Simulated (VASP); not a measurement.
# Ca (I4/mmm) in VASP: a series of runs

The runs below take Ca through single point, with PBEsol.

Program: VASP 6.6.1. These are calculated values, not measurements. Logs are shortened: lines on timing, memory, paths and dates and some standing lists are left out, and cuts for length are marked.

### Step 1. The cell of the first run

The structure is tetragonal, space group I4/mmm (No. 139). Conventional cell: a = 3.794 Å, b = 3.794 Å, c = 5.812 Å, α = 90.00°, β = 90.00°, γ = 90.00°. Ca (site symmetry 4/mmm) has 12 Ca at 3.79 to 3.95 Å within 5.0 Å.

### Step 2. Single point, PBEsol (strain -0.040 along x and y, +0.040 along z)

Contents of INCAR:

```
PREC = Accurate
ENCUT = 520
EDIFF = 1E-6
ISMEAR = 0
SIGMA = 0.15
LREAL = F
LASPH = T
NELM = 60
ALGO = Normal
ISIF = 2
LWAVE = F
LCHARG = T
GGA = PS
LELF = T
LVHAR = T
NBANDS = 11
```

Contents of KPOINTS:

```
Automatic mesh
0
Gamma
  14 14 14
```

Contents of POSCAR:

```
Ca
1.0
    0.0000000000      2.6824320000      2.9059680000
    2.6824320000      0.0000000000      2.9059680000
    2.6824320000      2.6824320000      0.0000000000
Ca
1
Direct
    0.0000000000      0.0000000000      0.0000000000
```

Potentials or basis: VASP PAW PBE potentials, release 64 (Ca_sv).

Launch:

```
cat potpaw_PBE.64/Ca_sv/POTCAR > POTCAR
mpirun -np 1 vasp_std > vasp.out
```

OUTCAR:

```text
PREC = Accurate
   ENCUT = 520
   EDIFF = 1E-6
   ISMEAR = 0
   LREAL = F
   LASPH = T
   NELM = 60
   ISIF = 2
   GGA = PS

 ion  position               nearest neighbor table
   1  0.000  0.000  0.000-

  LATTYP: Found a body centered tetragonal cell.
 ALAT       =     3.7935317145
 C/A-ratio  =     1.5320646926

  Lattice vectors:

 A1 = (  -2.6824320000,   0.0000000000,   2.9059680000)
 A2 = (   2.6824320000,   0.0000000000,   2.9059680000)
 A3 = (   0.0000000000,   2.6824320000,  -2.9059680000)

Analysis of symmetry for initial positions (statically):
=====================================================================
 Subroutine PRICEL returns:
 Original cell was already a primitive cell.

 Routine SETGRP: Setting up the symmetry group for a
 body centered tetragonal supercell.

 Subroutine GETGRP returns: Found 16 space group operations
 (whereof 16 operations were pure point group operations)
 out of a pool of 16 trial point group operations.

The static configuration has the point symmetry D_4h.

Analysis of symmetry for dynamics (positions and initial velocities):
=====================================================================
 Subroutine PRICEL returns:
 Original cell was already a primitive cell.

 Routine SETGRP: Setting up the symmetry group for a
 body centered tetragonal supercell.

 Subroutine GETGRP returns: Found 16 space group operations
 (whereof 16 operations were pure point group operations)
 out of a pool of 16 trial point group operations.

The dynamic configuration has the point symmetry D_4h.

 Subroutine INISYM returns: Found 16 space group operations
 (whereof 16 operations are pure point group operations),
 and found     1 'primitive' translations

----------------------------------------------------------------------------------------

                                     Primitive cell

  volume of cell :      41.8194

  direct lattice vectors                    reciprocal lattice vectors
     0.000000000  2.682432000  2.905968000    -0.186398015  0.186398015  0.172059706
     2.682432000  0.000000000  2.905968000     0.186398015 -0.186398015  0.172059706
     2.682432000  2.682432000  0.000000000     0.186398015  0.186398015 -0.172059706

  length of vectors
     3.954755549  3.954755549  3.793531715     0.314790379  0.314790379  0.314790379

  position of ions in fractional coordinates (direct lattice)
     0.000000000  0.000000000  0.000000000

  ion indices of the primitive-cell ions
   primitive index   ion index
                 1           1
[... 79 lines left out ...]
   ISYM   =      2    0-nonsym 1-usesym 2-fastsym
   POTIM  = 0.5000    time-step for ionic-motion
   TEBEG  =    0.0;   TEEND  =   0.0 temperature during run
   PSTRESS=    0.0 pullay stress
   NELECT =      10.0000    total number of electrons
   NUPDOWN=      -1.0000    fix difference up-down
   EMIN   =  10.00;   EMAX   =-10.00  energy-range for DOS
   EFERMI =   0.00;   METHOD = LEGACY
   ISMEAR =     0;   SIGMA  =   0.15  broadening in eV -4-tet -1-fermi 0-gaus
   EFERMI_NEDOS =   21; number of points for ismear=-14 and -15
   IALGO  =     38    algorithm
   IMIX   =      4    mixing-type and parameters
     AMIX     =   0.40;   BMIX     =  1.00
     AMIX_MAG =   1.60;   BMIX_MAG =  1.00
  volume/ion in A,a.u.               =      41.82       282.21
  Fermi-wavevector in a.u.,A,eV,Ry     =   1.016129  1.920205 14.048255  1.032518
  Thomas-Fermi vector in A             =   2.149455
   LORBIT       =      0    0 simple, 1 ext, 2 COOP (PROOUT), +10 PAW based schemes
   GGA     = PS    functional components
   LHFCALC =     F    Hartree Fock is set to
   AEXX    =    0.0000 exact exchange contribution
   IVDW    =     0    specifies the selected vdW correction
   LEPSILON=     F    determine dielectric tensor
   LRPA    =     F    only Hartree local field effects (RPA)
 non-spin polarized calculation
 Gauss-broadening in eV      SIGMA  =   0.15
  energy-cutoff  :      520.00
  volume of cell :       41.82
 maximum number of plane-waves:      1141
 NGX is ok and might be reduce to    30
   NGX = 15   NGY = 15   NGZ = 15

 number of electron      10.0000000 magnetization

 Free energy of the ion-electron system (eV)
  ---------------------------------------------------
  ext. energy  EPLUGINS =         0.00000000
  ---------------------------------------------------
  free energy    TOTEN  =        -2.13424048 eV

  energy without entropy =       -2.11878255  energy(sigma->0) =       -2.12651152

 E-fermi :   1.9272     XC(G=0):  -7.8387

 val. band max:        1.9210403626   @ k =  -0.2143   0.4286   0.2143
 cond. band min:       1.9337720237   @ k =  -0.3571   0.2857   0.0714
 fundamental gap:      0.0127316611
 Fermi energy:         1.9272379004

 k-point     1 :       0.0000    0.0000    0.0000
  band No.  band energies     occupation
      1     -39.8964      2.00000
      2     -20.8920      2.00000
      3     -20.8840      2.00000
      4     -20.8840      2.00000
      5      -2.1230      2.00000
      6       4.0247      0.00000
      7       4.4088      0.00000
      8       4.4088      0.00000
      9       5.0733      0.00000
     10       5.5827      0.00000
     11      11.1501      0.00000
[... 309 lines left out ...]
 k-point    24 :       0.2857    0.1429    0.0000
  band No.  band energies     occupation
      1     -39.8888      2.00000
      2     -20.9557      2.00000
      3     -20.9065      2.00000
      4     -20.8986      2.00000
      5      -0.9839      2.00000
      6       3.2925      0.00000
      7       4.0104      0.00000
      8       4.7837      0.00000
      9       5.0588      0.00000
     10       5.7449      0.00000
     11       9.8359      0.00000

 [... further k-points ...]

------------------------ aborting loop because EDIFF is reached ----------------------------------------

  FORCE on cell =-STRESS in cart. coord.  units (eV):
  Direction    XX          YY          ZZ          XY          YZ          ZX
  --------------------------------------------------------------------------------------
  -------------------------------------------------------------------------------------
  Total       -0.0598305     -0.0598305     -0.2959368      0.0000000     -0.0000000      0.0000000
  in kB       -2.2922127     -2.2922127    -11.3378661      0.0000000     -0.0000000      0.0000000
  external PRESSURE =      -5.3074305 kB  Pullay stress =       0.0000000 kB

 VOLUME and BASIS-vectors are now :
 -----------------------------------------------------------------------------
  energy-cutoff  :      520.00
  volume of cell :       41.82
      direct lattice vectors                 reciprocal lattice vectors
     0.000000000  2.682432000  2.905968000    -0.186398015  0.186398015  0.172059706
     2.682432000  0.000000000  2.905968000     0.186398015 -0.186398015  0.172059706
     2.682432000  2.682432000  0.000000000     0.186398015  0.186398015 -0.172059706

 POSITION                                       TOTAL-FORCE (eV/Angst)
 -----------------------------------------------------------------------------------
      0.00000      0.00000      0.00000         0.000000      0.000000      0.000000
 -----------------------------------------------------------------------------------
    total drift:                               -0.000000     -0.000000      0.000000

  FREE ENERGIE OF THE ION-ELECTRON SYSTEM (eV)
  ---------------------------------------------------
  free  energy   TOTEN  =        -2.1342404789 eV

  energy  without entropy=       -2.1187825521  energy(sigma->0) =       -2.12651152
```

stdout:

```text
POSCAR found type information on POSCAR Ca
 POSCAR found :  1 types and       1 ions
 scaLAPACK will be used
 -----------------------------------------------------------------------------
|                                                                             |
|                                                                             |
|     You enforced a specific xc type in the INCAR file but a different       |
|     I HOPE YOU KNOW WHAT YOU ARE DOING!                                     |
|                                                                             |
 -----------------------------------------------------------------------------

 LDA part: xc-table for (Slater+PW92), standard interpolation
 POSCAR, INCAR and KPOINTS ok, starting setup
 FFT: planning ... GRIDC
 FFT: planning ... GRID_SOFT
 FFT: planning ... GRID
 WAVECAR not read
 entering main loop
```

It took 35 s on 1 thread of Intel Xeon 6975P-C (Granite Rapids), shared host; peak memory 0.24 GiB.

What came out:

| Property | Result |
| --- | --- |
| Free energy | -2.1342 eV |
| Pressure | -0.5 GPa |
| Band gap on the k mesh | zero (bands 5 and 6 overlap by 0.34 eV) |

Levels at points of the mesh, in eV from the Fermi level:
```tsv
k point	band 3	band 4	band 5	band 6	band 7	band 8
(0.00, 0.00, 0.00)	-22.81	-22.81	-4.05	2.10	2.48	2.48
(0.50, 0.00, 0.00)	-22.84	-22.82	-1.00	-0.14	2.00	2.45
(0.50, 0.50, 0.00)	-22.85	-22.85	-0.64	0.49	0.67	4.15
(0.50, 0.00, 0.50)	-22.89	-22.86	-0.39	0.53	1.25	4.05
```

Caveat: the cell differs from its parent crystal (strain -0.040 along x and y, +0.040 along z); the PAW data sets were made with another functional, which shifts forces and pressure a little.

### Step 3. Single point, PBEsol (strain -0.040 along x and y, +0.080 along z)

Contents of INCAR:

```
SYSTEM = Ca
PREC = Accurate
ENCUT = 520
EDIFF = 1E-6
ISMEAR = 0
SIGMA = 0.15
LREAL = .False.
LASPH = .True.
NELM = 60
ALGO = Normal
ISIF = 2
LWAVE = .False.
LCHARG = .True.
GGA = PS
LELF = .True.
LVHAR = .True.
NBANDS = 11
```

Contents of KPOINTS:

```
regular mesh
0
Gamma
  14 14 14
  0 0 0
```

Contents of POSCAR:

```
Ca
1.0
    0.0000000000      2.6824320000      3.0177360000
    2.6824320000      0.0000000000      3.0177360000
    2.6824320000      2.6824320000      0.0000000000
Ca
1
Direct
    0.0000000000      0.0000000000      0.0000000000
```

Potentials or basis: VASP PAW PBE potentials, release 64 (Ca_sv).

Launch:

```
cat potpaw_PBE.64/Ca_sv/POTCAR > POTCAR
mpirun -np 1 vasp_std > vasp.out
```

Run time: 34 s. Hardware: 1 thread of Intel Xeon 6975P-C (Granite Rapids), shared host; peak memory 0.25 GiB.

It converged, with:

```
Free energy            : -2.1184 eV
Pressure               : -1.1 GPa
Band gap on the k mesh : zero (bands 5 and 6 overlap by 0.39 eV)
```

Stress tensor (GPa, compression positive):
```
-0.62  0.00  0.00
 0.00 -0.62  0.00
 0.00  0.00 -2.10
```

Levels at points of the mesh, in eV from the Fermi level:
```
           k point  band 1  band 2  band 3  band 4  band 5  band 6  band 7  band 8  band 9  band 10
(0.00, 0.00, 0.00)  -41.92  -22.92  -22.91  -22.91   -3.98    1.94    2.50    2.50    2.90     3.64
(0.50, 0.00, 0.00)  -41.91  -23.04  -22.94  -22.92   -0.98   -0.16    1.87    2.49    3.88     4.05
(0.50, 0.50, 0.00)  -41.91  -23.03  -22.94  -22.94   -0.71    0.24    0.72    4.04    4.13     4.13
(0.50, 0.00, 0.50)  -41.90  -23.04  -22.99  -22.95   -0.33    0.55    1.30    3.85    3.90     4.39
```

Caveat: the cell differs from its parent crystal (strain -0.040 along x and y, +0.080 along z); the PAW data sets were made with another functional, which shifts forces and pressure a little.

[end of part 1 of 2]
